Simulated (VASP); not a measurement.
# Sc (P6_3/mmc) in VASP: notebook

Runs on Sc. Level: PBE. Tasks: single point.

Everything below comes from runs of VASP 6.6.1. Logs are shortened: lines on timing, memory, paths and dates and some standing lists are left out, and cuts for length are marked.

**1. The cell of the first run**

It takes space group P6_3/mmc (No. 194, hexagonal). The conventional cell has a = 2.438 Å, b = 2.438 Å, c = 7.654 Å, α = 90.00°, β = 90.00°, γ = 120.00°. Sc (site symmetry -3m) has 12 Sc at 2.38 to 2.44 Å within 3.1 Å. Sc (site symmetry -6m2) has 12 Sc at 2.38 to 2.44 Å within 3.1 Å.

**2. Single point, PBE**

Input file INCAR:

```
ALGO = Normal ; EDIFF = 1E-6
ENCUT = 520 ; GGA = PE
ISIF = 2 ; ISMEAR = -1
LASPH = T ; LCHARG = F
LREAL = F ; LWAVE = F
NBANDS = 30 ; NELM = 80
PREC = Accurate ; SIGMA = 0.05
```

Input file KPOINTS:

```
k-points
0
Gamma
  12 12 4
```

Input file POSCAR:

```
Sc
1.0
    2.4383213020      0.0000000000      0.0000000000
   -1.2191606510      2.1116481901      0.0000000000
    0.0000000000      0.0000000000      7.6542841796
Sc
4
Direct
    0.0000000000      0.0000000000      0.0000000000
    0.0000000000      0.0000000000      0.5000000000
    0.3333333333      0.6666666667      0.2500000000
    0.6666666667      0.3333333333      0.7500000000
```

Potentials or basis: VASP PAW PBE potentials, release 64 (Sc_sv).

Started as:

```sh
> cat potpaw_PBE.64/Sc_sv/POTCAR > POTCAR
> mpirun -np 1 vasp_std > vasp.out
```

OUTCAR:

```text
EDIFF = 1E-6
   ENCUT = 520
   GGA = PE
   ISIF = 2
   ISMEAR = -1
   LASPH = T
   LREAL = F
   NELM = 80
   PREC = Accurate

 ion  position               nearest neighbor table
   1  0.000  0.000  0.000-   3 2.38   4 2.38   3 2.38   4 2.38   4 2.38   3 2.38   4 3.40   3 3.40
                             3 3.40   4 3.40   3 3.40   4 3.40
   2  0.000  0.000  0.500-   3 2.38   4 2.38   3 2.38   4 2.38   4 2.38   3 2.38   4 3.40   3 3.40
                             3 3.40   4 3.40   3 3.40   4 3.40
   3  0.333  0.667  0.250-   1 2.38   2 2.38   1 2.38   2 2.38   1 2.38   2 2.38   1 3.40   2 3.40
                             1 3.40   2 3.40   1 3.40   2 3.40
   4  0.667  0.333  0.750-   1 2.38   2 2.38   1 2.38   2 2.38   1 2.38   2 2.38   1 3.40   2 3.40
                             1 3.40   2 3.40   1 3.40   2 3.40

  LATTYP: Found a hexagonal cell.
 ALAT       =     2.4383213020
 C/A-ratio  =     3.1391614277

  Lattice vectors:

 A1 = (   2.4383213020,   0.0000000000,   0.0000000000)
 A2 = (  -1.2191606510,   2.1116481901,   0.0000000000)
 A3 = (   0.0000000000,   0.0000000000,   7.6542841796)

Analysis of symmetry for initial positions (statically):
=====================================================================
 Subroutine PRICEL returns:
 Original cell was already a primitive cell.

 Routine SETGRP: Setting up the symmetry group for a
 hexagonal supercell.

 Subroutine GETGRP returns: Found 24 space group operations
 (whereof 12 operations were pure point group operations)
 out of a pool of 24 trial point group operations.

The static configuration has the point symmetry D_3d.
 The point group associated with its full space group is D_6h.

Analysis of symmetry for dynamics (positions and initial velocities):
=====================================================================
 Subroutine PRICEL returns:
 Original cell was already a primitive cell.

 Routine SETGRP: Setting up the symmetry group for a
 hexagonal supercell.

 Subroutine GETGRP returns: Found 24 space group operations
 (whereof 12 operations were pure point group operations)
 out of a pool of 24 trial point group operations.

The dynamic configuration has the point symmetry D_3d.
 The point group associated with its full space group is D_6h.

 Subroutine INISYM returns: Found 24 space group operations
 (whereof 12 operations are pure point group operations),
 and found     1 'primitive' translations

----------------------------------------------------------------------------------------

                                     Primitive cell

  volume of cell :      39.4110

  direct lattice vectors                    reciprocal lattice vectors
     2.438321302  0.000000000  0.000000000     0.410118223  0.236781867  0.000000000
    -1.219160651  2.111648190  0.000000000     0.000000000  0.473563733  0.000000000
     0.000000000  0.000000000  7.654284180     0.000000000  0.000000000  0.130645790

  length of vectors
     2.438321302  2.438321302  7.654284180     0.473563733  0.473563733  0.130645790

  position of ions in fractional coordinates (direct lattice)
     0.000000000  0.000000000  0.000000000
     0.000000000  0.000000000  0.500000000
     0.333333333  0.666666667  0.250000000
     0.666666667  0.333333333  0.750000000

  ion indices of the primitive-cell ions
   primitive index   ion index
                 1           1
                 2           2
                 3           3
                 4           4

----------------------------------------------------------------------------------------

 KPOINTS: k-points

Automatic generation of k-mesh.
 Grid dimensions read from file:
 generate k-points for:   12   12    4

 Generating k-lattice:

  Cartesian coordinates                     Fractional coordinates (reciprocal lattice)
     0.034176519  0.019731822  0.000000000     0.083333333  0.000000000  0.000000000
     0.000000000  0.039463644  0.000000000     0.000000000  0.083333333  0.000000000
     0.000000000  0.000000000  0.032661447     0.000000000  0.000000000  0.250000000

  Length of vectors
     0.039463644  0.039463644  0.032661447

  Shift w.r.t. Gamma in fractional coordinates (k-lattice)
     0.000000000  0.000000000  0.000000000

 Subroutine IBZKPT returns following result:
 ===========================================

 Found     57 irreducible k-points:

 Following reciprocal coordinates:
            Coordinates               Weight
  0.000000  0.000000  0.000000      1.000000
  0.083333  0.000000  0.000000      6.000000
  0.166667  0.000000  0.000000      6.000000
  0.250000  0.000000  0.000000      6.000000
  0.333333  0.000000  0.000000      6.000000
  0.416667  0.000000  0.000000      6.000000
[... 16 lines left out ...]
  0.250000  0.000000  0.250000     12.000000
  0.333333  0.000000  0.250000     12.000000
 [... further k-points ...]
   k-points           NKPTS =     57   k-points in BZ     NKDIM =     57   number of bands    NBANDS=     30
   number of dos      NEDOS =    301   number of ions     NIONS =      4
   total plane-waves  NPLWV =  19440
   dimension x,y,z NGX =    18 NGY =   18 NGZ =   60
   dimension x,y,z NGXF=    36 NGYF=   36 NGZF=  120
   ions per type =               4
   NGX,Y,Z   is equivalent  to a cutoff of  12.27, 12.27, 13.03 a.u.
   NGXF,Y,Z  is equivalent  to a cutoff of  24.54, 24.54, 26.06 a.u.
 SYSTEM =  unknown system
   PREC   = accura    normal or accurate (medium, high low for compatibility)
   ISTART =      0    job   : 0-new  1-cont  2-samecut
   ICHARG =      2    charge: 1-file 2-atom 10-const
   ISPIN  =      1    spin polarized calculation?
   LNONCOLLINEAR =      F non collinear calculations
   LSORBIT =      F    spin-orbit coupling
   LASPH  =      T    aspherical Exc in radial PAW
   ENCUT  =  520.0 eV  38.22 Ry    6.18 a.u.   4.53  4.53 14.23*2*pi/ulx,y,z
   NELM   =     80;   NELMIN=  2; NELMDL= -5     # of ELM steps
   EDIFF  = 0.1E-05   stopping-criterion for ELM
   LREAL  =      F    real-space projection
   EDIFFG = 0.1E-04   stopping-criterion for IOM
   NSW    =      0    number of steps for IOM
   IBRION =     -1    ionic relax: 0-MD 1-quasi-New 2-CG
   NFREE  =      0    steps in history (QN), initial steepest desc. (CG)
   ISIF   =      2    stress and relaxation
   ISYM   =      2    0-nonsym 1-usesym 2-fastsym
   POTIM  = 0.5000    time-step for ionic-motion
   TEBEG  =    0.0;   TEEND  =   0.0 temperature during run
   PSTRESS=    0.0 pullay stress
   NELECT =      44.0000    total number of electrons
   NUPDOWN=      -1.0000    fix difference up-down
   EMIN   =  10.00;   EMAX   =-10.00  energy-range for DOS
   EFERMI =   0.00;   METHOD = LEGACY
   ISMEAR =    -1;   SIGMA  =   0.05  broadening in eV -4-tet -1-fermi 0-gaus
   EFERMI_NEDOS =   21; number of points for ismear=-14 and -15
   IALGO  =     38    algorithm
   IMIX   =      4    mixing-type and parameters
     AMIX     =   0.40;   BMIX     =  1.00
     AMIX_MAG =   1.60;   BMIX_MAG =  1.00
  volume/ion in A,a.u.               =       9.85        66.49
  Fermi-wavevector in a.u.,A,eV,Ry     =   1.698322  3.209363 39.243250  2.884298
  Thomas-Fermi vector in A             =   2.778842
   LORBIT       =      0    0 simple, 1 ext, 2 COOP (PROOUT), +10 PAW based schemes
   GGA     = PE    functional components
   LHFCALC =     F    Hartree Fock is set to
   AEXX    =    0.0000 exact exchange contribution
   IVDW    =     0    specifies the selected vdW correction
   LEPSILON=     F    determine dielectric tensor
   LRPA    =     F    only Hartree local field effects (RPA)
 non-spin polarized calculation
  energy-cutoff  :      520.00
  volume of cell :       39.41
 maximum number of plane-waves:      1096
   NGX =  9   NGY =  9   NGZ = 29

 number of electron      44.0000005 magnetization

 Free energy of the ion-electron system (eV)
  ---------------------------------------------------
  ext. energy  EPLUGINS =         0.00000000
  ---------------------------------------------------
  free energy    TOTEN  =        -6.93260471 eV

  energy without entropy =       -6.91304303  energy(sigma->0) =       -6.92282387

 E-fermi :  11.3355     XC(G=0): -14.3456

 val. band max:       11.3297891301   @ k =   0.3333   0.3333   0.0000
 cond. band min:      11.3689852105   @ k =   0.3333   0.2500   0.2500
 fundamental gap:      0.0391960804
 Fermi energy:        11.3355140075

 k-point     1 :       0.0000    0.0000    0.0000
  band No.  band energies     occupation
      1     -38.1738      2.00000
      2     -37.3114      2.00000
      3     -37.2942      2.00000
      4     -36.2882      2.00000
      5     -18.7039      2.00000
      6     -16.1202      2.00000
[... 22 lines left out ...]
     29      13.8790      0.00000
     30      14.1196      0.00000

 k-point     2 :       0.0833    0.0000    0.0000
  band No.  band energies     occupation
      1     -38.0894      2.00000
      2     -37.2465      2.00000
      3     -37.2294      2.00000
      4     -36.2506      2.00000
      5     -18.6002      2.00000
      6     -16.1636      2.00000
[... 22 lines left out ...]
     29      14.3712      0.00000
     30      14.4210      0.00000

 k-point     3 :       0.1667    0.0000    0.0000
  band No.  band energies     occupation
      1     -37.8491      2.00000
      2     -37.0656      2.00000
      3     -37.0485      2.00000
      4     -36.1515      2.00000
      5     -18.3002      2.00000
      6     -16.3815      2.00000
[... 22 lines left out ...]
     29      14.5020      0.00000
     30      15.0325      0.00000

 k-point     4 :       0.2500    0.0000    0.0000
  band No.  band energies     occupation
      1     -37.4915      2.00000
      2     -36.8088      2.00000
      3     -36.7919      2.00000
      4     -36.0293      2.00000
      5     -17.8509      2.00000
      6     -16.9396      2.00000
[... 616 lines left out ...]
     29      14.3137      0.00000
     30      14.3642      0.00000

 k-point    23 :       0.2500    0.0000    0.2500
  band No.  band energies     occupation
      1     -37.4413      2.00000
      2     -37.0732      2.00000
      3     -36.5159      2.00000
      4     -36.0914      2.00000
      5     -17.7785      2.00000
      6     -17.2532      2.00000
[... 22 lines left out ...]
     29      14.5540      0.00000
     30      15.4671      0.00000

 k-point    24 :       0.3333    0.0000    0.2500
  band No.  band energies     occupation
      1     -37.0416      2.00000
      2     -36.7469      2.00000
      3     -36.3096      2.00000
      4     -35.9848      2.00000
      5     -17.7901      2.00000
      6     -17.4185      2.00000
[... 22 lines left out ...]
     29      15.7486      0.00000
     30      16.6383      0.00000

 [... further k-points ...]
[... 5 lines left out ...]
  --------------------------------------------------------------------------------------
  -------------------------------------------------------------------------------------
  Total       42.8506898     42.8506898     43.0199952     -0.0000000      0.0000000      0.0000000
  in kB     1742.0127135   1742.0127135   1748.8954991     -0.0000000      0.0000000      0.0000000
  external PRESSURE =    1744.3069754 kB  Pullay stress =       0.0000000 kB

 VOLUME and BASIS-vectors are now :
 -----------------------------------------------------------------------------
  energy-cutoff  :      520.00
  volume of cell :       39.41
      direct lattice vectors                 reciprocal lattice vectors
     2.438321302  0.000000000  0.000000000     0.410118223  0.236781867  0.000000000
    -1.219160651  2.111648190  0.000000000     0.000000000  0.473563733  0.000000000
     0.000000000  0.000000000  7.654284180     0.000000000  0.000000000  0.130645790

 POSITION                                       TOTAL-FORCE (eV/Angst)
 -----------------------------------------------------------------------------------
      0.00000      0.00000      0.00000        -0.000000     -0.000000      0.000000
      0.00000      0.00000      3.82714         0.000000     -0.000000      0.000000
     -0.00000      1.40777      1.91357        -0.000000      0.000000      0.000000
      1.21916      0.70388      5.74071        -0.000000      0.000000     -0.000000
 -----------------------------------------------------------------------------------
    total drift:                                0.000000     -0.000000      0.000000

  FREE ENERGIE OF THE ION-ELECTRON SYSTEM (eV)
  ---------------------------------------------------
  free  energy   TOTEN  =        -6.9326047086 eV

  energy  without entropy=       -6.9130430300  energy(sigma->0) =       -6.92282387
```

It took 41 s on 1 thread of Intel Xeon Platinum 8488C (Sapphire Rapids), shared host; peak memory 0.17 GiB.

Results:

```
Free energy            : -6.9326 eV
Pressure               : 174.4 GPa
Band gap on the k mesh : zero (band 22 reaches 13.02 eV, above the bottom of band 23 at 10.80 eV)
```

[end of part 1 of 2]
